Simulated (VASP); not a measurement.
Crystal: SiC5.

```xyz
12
Lattice="4.6955 0.0000 0.0000 -2.3477 4.0664 0.0000 0.0000 0.0000 7.8288" Properties=species:S:1:pos:R:3 pbc="T T T"
Si    0.0000    0.0000    5.8716
Si    0.0000    0.0000    1.9572
C     2.9107    0.0000    5.8716
C     0.0000    2.7109    5.8716
C     2.3477    1.3555    5.8716
C    -1.4554    2.5208    5.8716
C     0.8924    1.5457    5.8716
C     1.4554    2.5208    1.9572
C     2.3477    1.3555    1.9572
C     0.0000    2.7109    1.9572
C    -0.8924    1.5457    1.9572
C     1.7848    0.0000    1.9572
```

```yaml
Program: VASP 6.6.1
Task: relaxation of shape and atoms at fixed volume
Functional: PBE
Potentials_or_basis: VASP PAW PBE potentials, release 64 (Si, C)
Cutoff: 600 eV
k_mesh: 12 × 12 × 4
Occupations: gaussian, width 0.1 eV
Spin: no spin polarisation
```

At the start: pressure -5.4 GPa; volume 12.46 Å³/atom.

**Question.** How do energy, volume and symmetry change on relaxing?

**Answer.** Over 5 steps the energy falls by 5.6 meV/atom; space group P6_3/mcm (No. 193, to 0.1 Å) before and after.

Step by step:
```csv
step,energy change (eV),largest force (eV/Å),pressure (GPa),volume (Å³)
1,0.0000,0.0424,-5.40,149.48
2,-0.0671,0.0467,-0.20,149.48
3,-0.0671,0.0441,-0.34,149.48
4,-0.0671,0.0469,-0.31,149.48
5,-0.0672,0.0007,-0.33,149.48
```

Final structure:
```
CELL_PARAMETERS angstrom
4.65200 0.00000 0.00000
-2.32600 4.02875 0.00000
0.00000 0.00000 7.97579
ATOMIC_POSITIONS crystal
Si 0.00000 0.00000 0.75000
Si 0.00000 0.00000 0.25000
C 0.62010 0.00000 0.75000
C 0.33333 0.66667 0.75000
C 0.66667 0.33333 0.75000
C 0.00000 0.62010 0.75000
C 0.37990 0.37990 0.75000
C 0.62010 0.62010 0.25000
C 0.66667 0.33333 0.25000
C 0.33333 0.66667 0.25000
C 0.00000 0.37990 0.25000
C 0.37990 0.00000 0.25000
```
